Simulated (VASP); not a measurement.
NbAl2: single point with PBE

NbAl2:

```xyz
3
Lattice="4.4846 0.0000 0.0000 -2.2423 3.8838 0.0000 0.0000 0.0000 2.8242" Properties=species:S:1:pos:R:3 pbc="T T T"
Al    0.0000    2.5892    1.4121
Al    2.2423    1.2946    1.4121
Nb    0.0000    0.0000    0.0000
```

```yaml
Program: VASP 6.6.1
Task: single point
Functional: PBE
Potentials_or_basis: VASP PAW PBE potentials, release 64 (Al, Nb_sv)
Cutoff: 520 eV
k_mesh: 12 × 12 × 16
Occupations: gaussian, width 0.1 eV
Spin: no spin polarisation
```

```
Pressure               : -0.1 GPa
Band gap on the k mesh : zero (an odd number of electrons rules out a gap without spin polarisation)
```

Stress tensor (GPa, compression positive):
```
-0.10  0.00  0.00
 0.00 -0.10  0.00
 0.00  0.00 -0.18
```

Levels at points of the mesh, in eV from the Fermi level:
| k point | band 6 | band 7 | band 8 | band 9 | band 10 | band 11 | band 12 | band 13 | band 14 | band 15 |
| --- | --- | --- | --- | --- | --- | --- | --- | --- | --- | --- |
| (0.00, 0.00, 0.00) | -3.53 | -3.53 | -2.19 | -0.79 | 1.16 | 1.16 | 2.81 | 2.81 | 5.02 | 5.02 |
| (0.50, 0.00, 0.00) | -7.28 | -3.09 | -2.63 | -0.69 | -0.33 | 2.32 | 2.70 | 4.41 | 6.08 | 6.70 |
| (0.00, 0.00, 0.50) | -5.20 | -2.33 | -2.33 | -0.52 | -0.52 | 1.33 | 1.33 | 2.24 | 5.72 | 5.85 |
| (0.50, 0.00, 0.50) | -3.14 | -3.08 | -2.83 | -2.74 | 1.04 | 1.05 | 3.09 | 3.22 | 3.26 | 4.30 |

Wall time 5.2 min on 1 thread of Intel Xeon 8259CL (shared host), peak memory 0.27 GiB.
